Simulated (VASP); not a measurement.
# Sn in VASP: notebook

The runs below take Sn through single point, with PBE+D3(BJ).

All numbers are computed with VASP 6.6.1; they aren't measurements. Logs are shortened: lines on timing, memory, paths and dates and some standing lists are left out, and cuts for length are marked.

## 1. The cell of the first run

The typed cell holds 1 atom: a = 3.238 Å, b = 3.238 Å, c = 3.238 Å, α = 114.39°, β = 114.38°, γ = 100.03°.

## 2. Single point, PBE+D3(BJ) (strain +0.000 along x and y, -0.040 along z)

The input, INCAR:

```
ALGO = Fast ; EDIFF = 1E-6
ENCUT = 520 ; GGA = PE
ISIF = 2 ; ISMEAR = 0
IVDW = 12 ; LASPH = T
LCHARG = T ; LELF = T
LREAL = F ; LVHAR = T
LWAVE = F ; NBANDS = 13
NELM = 100 ; PREC = Accurate
SIGMA = 0.15
```

The input, KPOINTS:

```
k-points
0
Gamma
  24 24 24
```

The input, POSCAR:

```
Sn
1.0
   -1.7544065422      1.7546136957      2.0807911174
    1.7544065422     -1.7546136957      2.0807911174
    1.7544065422      1.7546136957     -2.0807911174
Sn
1
Direct
    0.0000000000      0.0000000000      0.0000000000
```

Potentials or basis: VASP PAW PBE potentials, release 64 (Sn_d).

Command:

```
cat potpaw_PBE.64/Sn_d/POTCAR > POTCAR
mpirun -np 1 vasp_std > vasp.out
```

OUTCAR:

```text
EDIFF = 1E-6
   ENCUT = 520
   GGA = PE
   ISIF = 2
   ISMEAR = 0
   IVDW = 12
   LASPH = T
   LREAL = F
   NELM = 100
   PREC = Accurate
 IVDW          = 12

 ion  position               nearest neighbor table
   1  0.000  0.000  0.000-

  LATTYP: Found a body centered orthorhombic cell.
 ALAT       =     3.5088130844
 B/A-ratio  =     1.0001180761
 C/A-ratio  =     1.1860370258

  Lattice vectors:

 A1 = (  -1.7544065422,   1.7546136957,   2.0807911174)
 A2 = (   1.7544065422,  -1.7546136957,   2.0807911174)
 A3 = (   1.7544065422,   1.7546136957,  -2.0807911174)

Analysis of symmetry for initial positions (statically):
=====================================================================
 Subroutine PRICEL returns:
 Original cell was already a primitive cell.

 Routine SETGRP: Setting up the symmetry group for a
 body centered orthorhombic supercell.

 Subroutine GETGRP returns: Found  8 space group operations
 (whereof  8 operations were pure point group operations)
 out of a pool of  8 trial point group operations.

The static configuration has the point symmetry D_2h.

Analysis of symmetry for dynamics (positions and initial velocities):
=====================================================================
 Subroutine PRICEL returns:
 Original cell was already a primitive cell.

 Routine SETGRP: Setting up the symmetry group for a
 body centered orthorhombic supercell.

 Subroutine GETGRP returns: Found  8 space group operations
 (whereof  8 operations were pure point group operations)
 out of a pool of  8 trial point group operations.

The dynamic configuration has the point symmetry D_2h.

 Subroutine INISYM returns: Found  8 space group operations
 (whereof  8 operations are pure point group operations),
 and found     1 'primitive' translations

----------------------------------------------------------------------------------------

                                     Primitive cell

  volume of cell :      25.6212

  direct lattice vectors                    reciprocal lattice vectors
    -1.754406542  1.754613696  2.080791117     0.000000000  0.284963010  0.240293221
     1.754406542 -1.754613696  2.080791117     0.284996657  0.000000000  0.240293221
     1.754406542  1.754613696 -2.080791117     0.284996657  0.284963010  0.000000000

  length of vectors
     3.238256199  3.238256199  3.238256199     0.372752933  0.372778657  0.403022346

  position of ions in fractional coordinates (direct lattice)
     0.000000000  0.000000000  0.000000000

  ion indices of the primitive-cell ions
   primitive index   ion index
                 1           1

----------------------------------------------------------------------------------------

 KPOINTS: k-points

Automatic generation of k-mesh.
 Grid dimensions read from file:
 generate k-points for:   24   24   24

 Generating k-lattice:

  Cartesian coordinates                     Fractional coordinates (reciprocal lattice)
     0.000000000  0.011873459  0.010012218     0.041666667  0.000000000  0.000000000
     0.011874861  0.000000000  0.010012218    -0.000000000  0.041666667  0.000000000
     0.011874861  0.011873459  0.000000000    -0.000000000  0.000000000  0.041666667

  Length of vectors
     0.015531372  0.015532444  0.016792598

  Shift w.r.t. Gamma in fractional coordinates (k-lattice)
     0.000000000  0.000000000  0.000000000

 Subroutine IBZKPT returns following result:
 ===========================================

 Found   1963 irreducible k-points:

 Following reciprocal coordinates:
            Coordinates               Weight
  0.000000  0.000000  0.000000      1.000000
  0.041667  0.000000  0.000000      4.000000
  0.083333 -0.000000  0.000000      4.000000
  0.125000  0.000000  0.000000      4.000000
  0.166667  0.000000  0.000000      4.000000
  0.208333  0.000000 -0.000000      4.000000
[... 16 lines left out ...]
  0.375000  0.041667  0.000000      8.000000
  0.416667  0.041667 -0.000000      8.000000
 [... further k-points ...]
   k-points           NKPTS =   1963   k-points in BZ     NKDIM =   1963   number of bands    NBANDS=     13
   number of dos      NEDOS =    301   number of ions     NIONS =      1
   total plane-waves  NPLWV =  13824
   dimension x,y,z NGX =    24 NGY =   24 NGZ =   24
   dimension x,y,z NGXF=    48 NGYF=   48 NGZF=   48
   ions per type =               1
   NGX,Y,Z   is equivalent  to a cutoff of  12.32, 12.32, 12.32 a.u.
   NGXF,Y,Z  is equivalent  to a cutoff of  24.64, 24.64, 24.64 a.u.
 SYSTEM =  unknown system
   PREC   = accura    normal or accurate (medium, high low for compatibility)
   ISTART =      0    job   : 0-new  1-cont  2-samecut
   ICHARG =      2    charge: 1-file 2-atom 10-const
   ISPIN  =      1    spin polarized calculation?
   LNONCOLLINEAR =      F non collinear calculations
   LSORBIT =      F    spin-orbit coupling
   LASPH  =      T    aspherical Exc in radial PAW
   ENCUT  =  520.0 eV  38.22 Ry    6.18 a.u.   6.02  6.02  6.02*2*pi/ulx,y,z
   NELM   =    100;   NELMIN=  2; NELMDL= -5     # of ELM steps
   EDIFF  = 0.1E-05   stopping-criterion for ELM
   LREAL  =      F    real-space projection
   EDIFFG = 0.1E-04   stopping-criterion for IOM
   NSW    =      0    number of steps for IOM
   IBRION =     -1    ionic relax: 0-MD 1-quasi-New 2-CG
   NFREE  =      0    steps in history (QN), initial steepest desc. (CG)
   ISIF   =      2    stress and relaxation
   ISYM   =      2    0-nonsym 1-usesym 2-fastsym
   POTIM  = 0.5000    time-step for ionic-motion
   TEBEG  =    0.0;   TEEND  =   0.0 temperature during run
   PSTRESS=    0.0 pullay stress
   NELECT =      14.0000    total number of electrons
   NUPDOWN=      -1.0000    fix difference up-down
   EMIN   =  10.00;   EMAX   =-10.00  energy-range for DOS
   EFERMI =   0.00;   METHOD = LEGACY
   ISMEAR =     0;   SIGMA  =   0.15  broadening in eV -4-tet -1-fermi 0-gaus
   EFERMI_NEDOS =   21; number of points for ismear=-14 and -15
   IALGO  =     68    algorithm
   IMIX   =      4    mixing-type and parameters
     AMIX     =   0.40;   BMIX     =  1.00
     AMIX_MAG =   1.60;   BMIX_MAG =  1.00
  volume/ion in A,a.u.               =      25.62       172.90
  Fermi-wavevector in a.u.,A,eV,Ry     =   1.338394  2.529199 24.372109  1.791299
  Thomas-Fermi vector in A             =   2.466868
   LORBIT       =      0    0 simple, 1 ext, 2 COOP (PROOUT), +10 PAW based schemes
   GGA     = PE    functional components
   LHFCALC =     F    Hartree Fock is set to
   AEXX    =    0.0000 exact exchange contribution
   IVDW    =    12    specifies the selected vdW correction
   LEPSILON=     F    determine dielectric tensor
   LRPA    =     F    only Hartree local field effects (RPA)
 non-spin polarized calculation
 RMM-DIIS sequential band-by-band and
 Gauss-broadening in eV      SIGMA  =   0.15
  energy-cutoff  :      520.00
  volume of cell :       25.62
 maximum number of plane-waves:       717
   NGX = 11   NGY = 11   NGZ = 11

 number of electron      14.0000001 magnetization

 Free energy of the ion-electron system (eV)
  ---------------------------------------------------
  ext. energy  EPLUGINS =         0.00000000
  ---------------------------------------------------
  free energy    TOTEN  =        -3.75540082 eV

  energy without entropy =       -3.74983598  energy(sigma->0) =       -3.75261840

 E-fermi :   8.8801     XC(G=0): -10.6450

 val. band max:        8.8797140514   @ k =  -0.2917  -0.1250   0.0833
 cond. band min:       8.8813706399   @ k =  -0.1250  -0.2917   0.0833
 fundamental gap:      0.0016565886
 Fermi energy:         8.8801180285

 k-point     1 :       0.0000    0.0000    0.0000
  band No.  band energies     occupation
      1     -12.7654      2.00000
      2     -12.7654      2.00000
      3     -12.7128      2.00000
      4     -12.6564      2.00000
      5     -12.5869      2.00000
      6      -2.7051      2.00000
      7      16.9489      0.00000
      8      17.3081      0.00000
      9      17.3103      0.00000
     10      19.9179      0.00000
     11      21.1885      0.00000
     12      21.1913      0.00000
     13      21.8663      0.00000

 k-point     2 :       0.0417    0.0000    0.0000
  band No.  band energies     occupation
      1     -12.7641      2.00000
      2     -12.7634      2.00000
      3     -12.7119      2.00000
      4     -12.6565      2.00000
      5     -12.5877      2.00000
      6      -2.6670      2.00000
      7      16.6374      0.00000
      8      17.1243      0.00000
      9      17.1792      0.00000
     10      19.6492      0.00000
     11      21.3117      0.00000
     12      21.5036      0.00000
     13      22.1322      0.00000

 k-point     3 :       0.0833   -0.0000    0.0000
  band No.  band energies     occupation
      1     -12.7601      2.00000
      2     -12.7588      2.00000
      3     -12.7080      2.00000
      4     -12.6567      2.00000
      5     -12.5899      2.00000
      6      -2.5526      2.00000
      7      15.5825      0.00000
      8      16.8409      0.00000
      9      16.9721      0.00000
     10      19.3774      0.00000
     11      21.3799      0.00000
     12      21.7330      0.00000
     13      21.9099      0.00000
[... 305 lines left out ...]
 k-point    23 :       0.3750    0.0417    0.0000
  band No.  band energies     occupation
      1     -12.7776      2.00000
      2     -12.7365      2.00000
      3     -12.6599      2.00000
      4     -12.5908      2.00000
      5     -12.5427      2.00000
      6       0.6834      2.00000
      7       5.9209      2.00000
      8      13.4883      0.00000
      9      15.3352      0.00000
     10      18.4787      0.00000
     11      19.2097      0.00000
     12      20.8727      0.00000
     13      23.7726      0.00000

 k-point    24 :       0.4167    0.0417   -0.0000
  band No.  band energies     occupation
      1     -12.7808      2.00000
      2     -12.7383      2.00000
      3     -12.6611      2.00000
      4     -12.5856      2.00000
      5     -12.5286      2.00000
      6       1.3702      2.00000
      7       4.9179      2.00000
      8      13.3678      0.00000
      9      15.2039      0.00000
     10      18.4040      0.00000
     11      19.0199      0.00000
     12      20.8342      0.00000
     13      23.5862      0.00000

 [... further k-points ...]

------------------------ aborting loop because EDIFF is reached ----------------------------------------

 Edisp (eV)   -0.40849

 E8    (eV) :    -0.1960

  FORCE on cell =-STRESS in cart. coord.  units (eV):
  Direction    XX          YY          ZZ          XY          YZ          ZX
  --------------------------------------------------------------------------------------
  -------------------------------------------------------------------------------------
  Total       0.36270     0.36239     0.32445     0.00000     0.00000     0.00000
  in kB      22.68085    22.66116    20.28882     0.00000     0.00000     0.00000
  external pressure =       21.88 kB  Pullay stress =        0.00 kB

 VOLUME and BASIS-vectors are now :
 -----------------------------------------------------------------------------
  energy-cutoff  :      520.00
  volume of cell :       25.62
      direct lattice vectors                 reciprocal lattice vectors
    -1.754406542  1.754613696  2.080791117     0.000000000  0.284963010  0.240293221
     1.754406542 -1.754613696  2.080791117     0.284996657  0.000000000  0.240293221
     1.754406542  1.754613696 -2.080791117     0.284996657  0.284963010  0.000000000

 POSITION                                       TOTAL-FORCE (eV/Angst)
 -----------------------------------------------------------------------------------
      0.00000      0.00000      0.00000         0.000000     -0.000000      0.000000
 -----------------------------------------------------------------------------------
    total drift:                               -0.000000      0.000000      0.000000

  FREE ENERGIE OF THE ION-ELECTRON SYSTEM (eV)
  ---------------------------------------------------
  free  energy   TOTEN  =        -4.1638956684 eV

  energy  without entropy=       -4.1583308277  energy(sigma->0) =       -4.16111325
```

Run time: 9.2 min. Hardware: 1 thread of Oxide Virtual Turin-like, shared host; peak memory 0.63 GiB.

Results:

- Free energy: -4.1639 eV
- Pressure: 2.2 GPa
- Band gap on the k mesh: zero (bands 7 and 8 overlap by 10.57 eV)
- Dispersion energy per atom: -0.408 eV

Stress tensor (GPa, compression positive):
```
2.27 0.00 0.00
0.00 2.27 0.00
0.00 0.00 2.03
```

Caveat: the cell differs from its parent crystal (strain +0.000 along x and y, -0.040 along z); spin-orbit coupling is left out, which moves the levels of the heavy elements.

(Part 1 of 2 ends here.)
